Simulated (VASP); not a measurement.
# CaCd3F8 (Cmmm) in VASP: further runs

The runs below take CaCd3F8 through single point, with PBEsol, PBE.

Program: VASP 6.6.1. These are calculated values, not measurements. Logs are shortened: lines on timing, memory, paths and dates and some standing lists are left out, and cuts for length are marked.

## (1) The cell of the first run

Symmetry: Cmmm, No. 65, orthorhombic system. The conventional cell has a = 7.636 Å, b = 10.789 Å, c = 3.812 Å, α = 90.00°, β = 90.00°, γ = 90.00°. Cd (site symmetry 2/m) has 8 F at 2.34 Å within 3.1 Å. Within 3.1 Å of Cd (site symmetry mmm) lie 8 F at 2.33 Å. F (site symmetry m) has 3 Cd at 2.33 to 2.34 Å and 1 Ca at 2.34 Å and 6 F at 2.70 Å within 3.1 Å. F (site symmetry m2m) has 2 Cd at 2.34 Å and 2 Ca at 2.34 Å and 6 F at 2.70 Å within 3.1 Å. Within 3.1 Å of F (site symmetry m2m) lie 4 Cd at 2.33 to 2.34 Å and 6 F at 2.70 Å. Within 3.1 Å of Ca (site symmetry mmm) lie 8 F at 2.34 Å.

## (2) Single point, PBEsol

File INCAR:

```
PREC = Accurate ; ENCUT = 520
EDIFF = 1E-6 ; ISMEAR = -1
SIGMA = 0.02 ; LREAL = False
LASPH = True ; NELM = 80
ALGO = Normal ; ISIF = 2
LWAVE = False ; LCHARG = False
GGA = PS ; NBANDS = 63
```

File KPOINTS:

```
Automatic mesh
0
Gamma
  4 4 6
```

File POSCAR:

```
CaCd3F8
1.0
    3.8177769303     -5.3946236159      0.0000000000
    3.8177769303      5.3946236159      0.0000000000
    0.0000000000      0.0000000000      3.8119136543
Cd F Ca
3 8 1
Direct
    0.0000000000      0.5000000000      0.0000000000
    0.5000000000      0.5000000000      0.5000000000
    0.5000000000      0.0000000000      0.0000000000
    0.3754286538      0.1254794352      0.5000000000
    0.1254794352      0.3754286538      0.5000000000
    0.8747489151      0.1252510849      0.0000000000
    0.6249095309      0.3750904691      0.0000000000
    0.3750904691      0.6249095309      0.0000000000
    0.1252510849      0.8747489151      0.0000000000
    0.8745205648      0.6245713462      0.5000000000
    0.6245713462      0.8745205648      0.5000000000
    0.0000000000      0.0000000000      0.5000000000
```

Potentials or basis: VASP PAW PBE potentials, release 64 (Cd, F, Ca_sv).

Run with:

```bash
$ cat potpaw_PBE.64/Cd/POTCAR potpaw_PBE.64/F/POTCAR potpaw_PBE.64/Ca_sv/POTCAR > POTCAR
$ mpirun -np 1 vasp_std > vasp.out
```

OUTCAR:

```text
PREC = Accurate
   ENCUT = 520
   EDIFF = 1E-6
   ISMEAR = -1
   LREAL = False
   LASPH = True
   NELM = 80
   ISIF = 2
   GGA = PS

 ion  position               nearest neighbor table
   1  0.000  0.500  0.000-   5 2.34  10 2.34   5 2.34  10 2.34   9 2.34   6 2.34   7 2.34   8 2.34

   2  0.500  0.500  0.500-   4 2.33   5 2.33  10 2.33  11 2.33   7 2.33   8 2.33   7 2.33   8 2.33

   3  0.500  0.000  0.000-   4 2.34  11 2.34   4 2.34  11 2.34   9 2.34   6 2.34   7 2.34   8 2.34

   4  0.375  0.125  0.500-   2 2.33   3 2.34   3 2.34  12 2.34
   5  0.125  0.375  0.500-   2 2.33   1 2.34   1 2.34  12 2.34
   6  0.875  0.125  0.000-   1 2.34   3 2.34  12 2.34  12 2.34
   7  0.625  0.375  0.000-   2 2.33   2 2.33   3 2.34   1 2.34
   8  0.375  0.625  0.000-   2 2.33   2 2.33   3 2.34   1 2.34
   9  0.125  0.875  0.000-   1 2.34   3 2.34  12 2.34  12 2.34
  10  0.875  0.625  0.500-   2 2.33   1 2.34   1 2.34  12 2.34
  11  0.625  0.875  0.500-   2 2.33   3 2.34   3 2.34  12 2.34
  12  0.000  0.000  0.500-   6 2.34   9 2.34   6 2.34   9 2.34  10 2.34  11 2.34   4 2.34   5 2.34

  LATTYP: Found a base centered orthorhombic cell.
 ALAT       =     7.6355538606
 B/A-ratio  =     1.4130274540
 C/A-ratio  =     0.4992321086

  Lattice vectors:

 A1 = (   3.8177769303,  -5.3946236159,   0.0000000000)
 A2 = (   3.8177769303,   5.3946236159,   0.0000000000)
 A3 = (   0.0000000000,   0.0000000000,   3.8119136543)

Analysis of symmetry for initial positions (statically):
=====================================================================
 Subroutine PRICEL returns:
 Original cell was already a primitive cell.

 Routine SETGRP: Setting up the symmetry group for a
 base centered orthorhombic supercell.

 Subroutine GETGRP returns: Found  8 space group operations
 (whereof  8 operations were pure point group operations)
 out of a pool of  8 trial point group operations.

The static configuration has the point symmetry D_2h.

Analysis of symmetry for dynamics (positions and initial velocities):
=====================================================================
 Subroutine PRICEL returns:
 Original cell was already a primitive cell.

 Routine SETGRP: Setting up the symmetry group for a
 base centered orthorhombic supercell.

 Subroutine GETGRP returns: Found  8 space group operations
 (whereof  8 operations were pure point group operations)
 out of a pool of  8 trial point group operations.

The dynamic configuration has the point symmetry D_2h.

 Subroutine INISYM returns: Found  8 space group operations
 (whereof  8 operations are pure point group operations),
 and found     1 'primitive' translations

----------------------------------------------------------------------------------------

                                     Primitive cell

  volume of cell :     157.0163

  direct lattice vectors                    reciprocal lattice vectors
     3.817776930 -5.394623616  0.000000000     0.130966269 -0.092684872  0.000000000
     3.817776930  5.394623616  0.000000000     0.130966269  0.092684872  0.000000000
     0.000000000  0.000000000  3.811913654     0.000000000  0.000000000  0.262335428

  length of vectors
     6.608886793  6.608886793  3.811913654     0.160445159  0.160445159  0.262335428

  position of ions in fractional coordinates (direct lattice)
     1.000000000  0.500000000  0.000000000
     0.500000000  0.500000000  0.500000000
     0.500000000  1.000000000  0.000000000
     0.375428654  0.125479435  0.500000000
     0.125479435  0.375428654  0.500000000
     0.874748915  0.125251085  0.000000000
     0.624909531  0.375090469  0.000000000
     0.375090469  0.624909531  0.000000000
     0.125251085  0.874748915  0.000000000
     0.874520565  0.624571346  0.500000000
     0.624571346  0.874520565  0.500000000
     0.000000000  0.000000000  0.500000000

  ion indices of the primitive-cell ions
   primitive index   ion index
                 1           1
                 2           2
                 3           3
                 4           4
                 5           5
                 6           6
                 7           7
                 8           8
                 9           9
                10          10
                11          11
                12          12

----------------------------------------------------------------------------------------

 KPOINTS: Automatic mesh

Automatic generation of k-mesh.
 Grid dimensions read from file:
 generate k-points for:    4    4    6

 Generating k-lattice:

  Cartesian coordinates                     Fractional coordinates (reciprocal lattice)
     0.032741567 -0.023171218  0.000000000     0.250000000 -0.000000000  0.000000000
     0.032741567  0.023171218  0.000000000    -0.000000000  0.250000000  0.000000000
     0.000000000  0.000000000  0.043722571     0.000000000  0.000000000  0.166666667

  Length of vectors
     0.040111290  0.040111290  0.043722571

  Shift w.r.t. Gamma in fractional coordinates (k-lattice)
     0.000000000  0.000000000  0.000000000

 Subroutine IBZKPT returns following result:
 ===========================================

 Found     28 irreducible k-points:

 Following reciprocal coordinates:
            Coordinates               Weight
  0.000000  0.000000  0.000000      1.000000
  0.250000  0.000000  0.000000      4.000000
  0.500000  0.000000  0.000000      2.000000
  0.250000  0.250000  0.000000      2.000000
  0.500000  0.250000  0.000000      4.000000
 -0.250000  0.250000  0.000000      2.000000
[... 16 lines left out ...]
  0.250000  0.000000  0.500000      4.000000
  0.500000  0.000000  0.500000      2.000000
 [... further k-points ...]
   k-points           NKPTS =     28   k-points in BZ     NKDIM =     28   number of bands    NBANDS=     63
   number of dos      NEDOS =    301   number of ions     NIONS =     12
   total plane-waves  NPLWV =  70000
   dimension x,y,z NGX =    50 NGY =   50 NGZ =   28
   dimension x,y,z NGXF=   100 NGYF=  100 NGZF=   56
   ions per type =               3   8   1
   NGX,Y,Z   is equivalent  to a cutoff of  12.58, 12.58, 12.21 a.u.
   NGXF,Y,Z  is equivalent  to a cutoff of  25.15, 25.15, 24.42 a.u.
 SYSTEM =  unknown system
   PREC   = accura    normal or accurate (medium, high low for compatibility)
   ISTART =      0    job   : 0-new  1-cont  2-samecut
   ICHARG =      2    charge: 1-file 2-atom 10-const
   ISPIN  =      1    spin polarized calculation?
   LNONCOLLINEAR =      F non collinear calculations
   LSORBIT =      F    spin-orbit coupling
   LASPH  =      T    aspherical Exc in radial PAW
   ENCUT  =  520.0 eV  38.22 Ry    6.18 a.u.  12.29 12.29  7.09*2*pi/ulx,y,z
   NELM   =     80;   NELMIN=  2; NELMDL= -5     # of ELM steps
   EDIFF  = 0.1E-05   stopping-criterion for ELM
   LREAL  =      F    real-space projection
   EDIFFG = 0.1E-04   stopping-criterion for IOM
   NSW    =      0    number of steps for IOM
   IBRION =     -1    ionic relax: 0-MD 1-quasi-New 2-CG
   NFREE  =      0    steps in history (QN), initial steepest desc. (CG)
   ISIF   =      2    stress and relaxation
   ISYM   =      2    0-nonsym 1-usesym 2-fastsym
   POTIM  = 0.5000    time-step for ionic-motion
   TEBEG  =    0.0;   TEEND  =   0.0 temperature during run
   PSTRESS=    0.0 pullay stress
   NELECT =     102.0000    total number of electrons
   NUPDOWN=      -1.0000    fix difference up-down
   EMIN   =  10.00;   EMAX   =-10.00  energy-range for DOS
   EFERMI =   0.00;   METHOD = LEGACY
   ISMEAR =    -1;   SIGMA  =   0.02  broadening in eV -4-tet -1-fermi 0-gaus
   EFERMI_NEDOS =   21; number of points for ismear=-14 and -15
   IALGO  =     38    algorithm
   IMIX   =      4    mixing-type and parameters
     AMIX     =   0.40;   BMIX     =  1.00
     AMIX_MAG =   1.60;   BMIX_MAG =  1.00
  volume/ion in A,a.u.               =      13.08        88.30
  Fermi-wavevector in a.u.,A,eV,Ry     =   1.417838  2.679325 27.351314  2.010265
  Thomas-Fermi vector in A             =   2.539026
   LORBIT       =      0    0 simple, 1 ext, 2 COOP (PROOUT), +10 PAW based schemes
   GGA     = PS    functional components
   LHFCALC =     F    Hartree Fock is set to
   AEXX    =    0.0000 exact exchange contribution
   IVDW    =     0    specifies the selected vdW correction
   LEPSILON=     F    determine dielectric tensor
   LRPA    =     F    only Hartree local field effects (RPA)
 non-spin polarized calculation
  energy-cutoff  :      520.00
  volume of cell :      157.02
 maximum number of plane-waves:      4260
 NGX is ok and might be reduce to    50
   NGX = 25   NGY = 25   NGZ = 15

 number of electron     102.0000034 magnetization

 Free energy of the ion-electron system (eV)
  ---------------------------------------------------
  ext. energy  EPLUGINS =         0.00000000
  ---------------------------------------------------
  free energy    TOTEN  =       -52.66491581 eV

  energy without entropy =      -52.66491581  energy(sigma->0) =      -52.66491581

 E-fermi :  -0.7774     XC(G=0): -10.5352

 val. band max:       -1.2072841703   @ k =   0.0000   0.0000   0.5000
 cond. band min:       2.2850962292   @ k =   0.0000   0.0000   0.0000
 fundamental gap:      3.4923803995
 Fermi energy:        -0.7774260042

 k-point     1 :       0.0000    0.0000    0.0000
  band No.  band energies     occupation
      1     -37.2254      2.00000
      2     -21.8294      2.00000
      3     -21.6061      2.00000
      4     -21.4389      2.00000
      5     -21.3324      2.00000
      6     -21.3091      2.00000
[... 55 lines left out ...]
     62       9.6393      0.00000
     63      10.9291      0.00000

 k-point     2 :       0.2500    0.0000    0.0000
  band No.  band energies     occupation
      1     -37.2254      2.00000
      2     -21.8225      2.00000
      3     -21.6095      2.00000
      4     -21.5309      2.00000
      5     -21.3786      2.00000
      6     -21.2762      2.00000
[... 1507 lines left out ...]
     62       9.4008      0.00000
     63       9.8288      0.00000

 [... further k-points ...]

------------------------ aborting loop because EDIFF is reached ----------------------------------------

  FORCE on cell =-STRESS in cart. coord.  units (eV):
  Direction    XX          YY          ZZ          XY          YZ          ZX
  --------------------------------------------------------------------------------------
  -------------------------------------------------------------------------------------
  Total        0.5981496      0.6025622      0.6063036     -0.0000000      0.0000000      0.0000000
  in kB        6.1034534      6.1484794      6.1866560     -0.0000000      0.0000000      0.0000000
  external PRESSURE =       6.1461963 kB  Pullay stress =       0.0000000 kB

 VOLUME and BASIS-vectors are now :
 -----------------------------------------------------------------------------
  energy-cutoff  :      520.00
  volume of cell :      157.02
      direct lattice vectors                 reciprocal lattice vectors
     3.817776930 -5.394623616  0.000000000     0.130966269 -0.092684872  0.000000000
     3.817776930  5.394623616  0.000000000     0.130966269  0.092684872  0.000000000
     0.000000000  0.000000000  3.811913654     0.000000000  0.000000000  0.262335428

 POSITION                                       TOTAL-FORCE (eV/Angst)
 -----------------------------------------------------------------------------------
      1.90889      2.69731      0.00000         0.000000     -0.000000      0.000000
      3.81778      0.00000      1.90596         0.000000     -0.000000      0.000000
      1.90889     -2.69731      0.00000         0.000000     -0.000000      0.000000
      1.91236     -1.34838      1.90596        -0.013093      0.008646      0.000000
      1.91236      1.34838      1.90596        -0.013093     -0.008646      0.000000
      3.81778     -4.04326      0.00000         0.000000     -0.018000      0.000000
      3.81778     -1.34768      0.00000         0.000000     -0.000863      0.000000
      3.81778      1.34768      0.00000         0.000000      0.000863      0.000000
      3.81778      4.04326      0.00000         0.000000      0.018000      0.000000
      5.72320     -1.34838      1.90596         0.013093      0.008646      0.000000
      5.72320      1.34838      1.90596         0.013093     -0.008646      0.000000
      0.00000      0.00000      1.90596         0.000000     -0.000000      0.000000
 -----------------------------------------------------------------------------------
    total drift:                                0.000000      0.000000      0.000000

  FREE ENERGIE OF THE ION-ELECTRON SYSTEM (eV)
  ---------------------------------------------------
  free  energy   TOTEN  =       -52.6649158100 eV

  energy  without entropy=      -52.6649158100  energy(sigma->0) =      -52.66491581
```

Run time: 3.2 min. Hardware: 1 thread of Intel Xeon 6975P-C (Granite Rapids), shared host; peak memory 0.38 GiB.

Results:

```yaml
Free_energy: -52.6649 eV
Pressure: 0.6 GPa
Largest_force: 0.018 eV/Å
Band_gap_on_the_k_mesh: 3.49 eV (least direct gap 3.62 eV)
```

Forces in eV/Å, atoms in the order of the input:
```
Cd   0.000  0.000  0.000
Cd   0.000  0.000  0.000
Cd   0.000  0.000  0.000
F   -0.013  0.009  0.000
F   -0.013 -0.009  0.000
F    0.000 -0.018  0.000
F    0.000 -0.001  0.000
F    0.000  0.001  0.000
F    0.000  0.018  0.000
F    0.013  0.009  0.000
F    0.013 -0.009  0.000
Ca   0.000  0.000  0.000
```

Caveat: the PAW data sets were made with another functional, which shifts forces and pressure a little. A k mesh can miss the band edges.

## (3) Single point, PBE

This run uses another cell than the first one, of 13.13 Å³/atom.

File INCAR:

```
PREC = Accurate
ENCUT = 520
EDIFF = 1E-6
ISMEAR = -1
SIGMA = 0.02
LREAL = F
LASPH = T
NELM = 100
ALGO = Normal
ISIF = 2
LWAVE = F
LCHARG = F
GGA = PE
NBANDS = 63
```

KPOINTS is that of step 2.

File POSCAR:

```
CaCd3F8
1.0
    3.8216626725     -5.4017712101      0.0000000000
    3.8216626725      5.4017712101      0.0000000000
    0.0000000000      0.0000000000      3.8173613037
Cd F Ca
3 8 1
Direct
    0.0000000000      0.5000000000      0.0000000000
    0.5000000000      0.5000000000      0.5000000000
    0.5000000000      0.0000000000      0.0000000000
    0.3759955432      0.1256797814      0.5000000000
    0.1256797814      0.3759955432      0.5000000000
    0.8743623526      0.1256376474      0.0000000000
    0.6248468183      0.3751531817      0.0000000000
    0.3751531817      0.6248468183      0.0000000000
    0.1256376474      0.8743623526      0.0000000000
    0.8743202186      0.6240044568      0.5000000000
    0.6240044568      0.8743202186      0.5000000000
    0.0000000000      0.0000000000      0.5000000000
```

Potentials or basis: VASP PAW PBE potentials, release 64 (Cd, F, Ca_sv).

Run with:

```bash
$ cat potpaw_PBE.64/Cd/POTCAR potpaw_PBE.64/F/POTCAR potpaw_PBE.64/Ca_sv/POTCAR > POTCAR
$ mpirun -np 1 vasp_std > vasp.out
```

Run time: 3.1 min. Hardware: 1 thread of Intel Xeon 6975P-C (Granite Rapids), shared host; peak memory 0.38 GiB.

The run converged. Its results:

- Free energy: -49.8916 eV
- Pressure: 5.5 GPa
- Largest force: 0.108 eV/Å
- Band gap on the k mesh: 3.64 eV (least direct gap 3.76 eV)

Forces in eV/Å, atoms in the order of the input:
```
Cd   0.000  0.000  0.000
Cd   0.000  0.000  0.000
Cd   0.000  0.000  0.000
F   -0.073  0.053  0.000
F   -0.073 -0.053  0.000
F    0.000 -0.108  0.000
F    0.000  0.000  0.000
F    0.000  0.000  0.000
F    0.000  0.108  0.000
F    0.073  0.053  0.000
F    0.073 -0.053  0.000
Ca   0.000  0.000  0.000
```

Levels at points of the mesh, in eV from the valence-band top:
| k point | band 48 | band 49 | band 50 | band 51 | band 52 | band 53 | band 54 | band 55 |
| --- | --- | --- | --- | --- | --- | --- | --- | --- |
| (0.00, 0.00, 0.00) | -0.46 | -0.43 | -0.15 | -0.12 | 3.64 | 7.08 | 7.51 | 8.70 |
| (0.50, 0.00, 0.00) | -0.45 | -0.38 | -0.37 | -0.24 | 4.99 | 5.63 | 7.39 | 8.47 |
| (0.50, 0.50, 0.00) | -0.34 | -0.32 | -0.31 | -0.30 | 5.38 | 5.78 | 6.74 | 8.46 |
| (0.00, 0.00, 0.50) | -0.39 | -0.34 | -0.28 | 0.00 | 6.74 | 7.10 | 8.01 | 8.52 |
| (0.50, 0.00, 0.50) | -0.40 | -0.37 | -0.24 | -0.23 | 7.25 | 7.39 | 7.40 | 8.40 |
| (0.50, 0.50, 0.50) | -0.22 | -0.18 | -0.14 | -0.09 | 7.08 | 7.46 | 7.61 | 8.79 |

Caveat: the cell stands under pressure. A k mesh can miss the band edges.
